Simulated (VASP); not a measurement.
Write the native input for VASP 6.6.1 that does the following.

| Property | Result |
| --- | --- |
| Task | single point |
| Functional | PBE |
| Potentials or basis | VASP PAW PBE potentials, release 64 (Sn_d, O) |
| Cutoff | 520 eV |
| k mesh | 10 × 10 × 10 |
| Occupations | fermi-dirac, width 0.05 eV |
| Spin | no spin polarisation |
| Dipole correction | no |
| Further INCAR settings | ALGO = Normal; EDIFF = 1e-06; NBANDS = 20 |

The structure of SnO2 lies in POSCAR:

```
SnO2
1.0
    1.5952377869      0.9210109657      4.7357117578
   -1.5952377869      0.9210109657      4.7357117578
    0.0000000000     -1.8420219315      4.7357117578
Sn O
1 2
Direct
    0.5000000000      0.5000000000      0.5000000000
    0.7628300000      0.7628300000      0.7628300000
    0.2371700000      0.2371700000      0.2371700000
```

One way to write it, as run:

INCAR

```
SYSTEM = SnO2
ALGO = Normal ; EDIFF = 1E-6
ENCUT = 520 ; GGA = PE
ISIF = 2 ; ISMEAR = -1
LASPH = .True. ; LCHARG = .False.
LREAL = .False. ; LWAVE = .False.
NBANDS = 20 ; NELM = 80
PREC = Accurate ; SIGMA = 0.05
```

KPOINTS

```
k-points
0
Gamma
  10 10 10
  0 0 0
```

Potentials or basis: VASP PAW PBE potentials, release 64 (Sn_d, O).

Launch:

```console
$ cat potpaw_PBE.64/Sn_d/POTCAR potpaw_PBE.64/O/POTCAR > POTCAR
$ mpirun -np 1 vasp_std > vasp.out
```

It gave:

| Quantity | Value |
| --- | --- |
| Pressure | 6.4 GPa |
| Largest force | 0.372 eV/Å |
| Band gap on the k mesh | 2.18 eV (least direct gap 2.33 eV) |

Caveat: the cell stands under pressure; spin-orbit coupling is left out, which moves the levels of the heavy elements.

Run time: 3.8 min on 1 thread of Intel Xeon 8259CL, with other jobs on the host, peak memory 0.29 GiB.
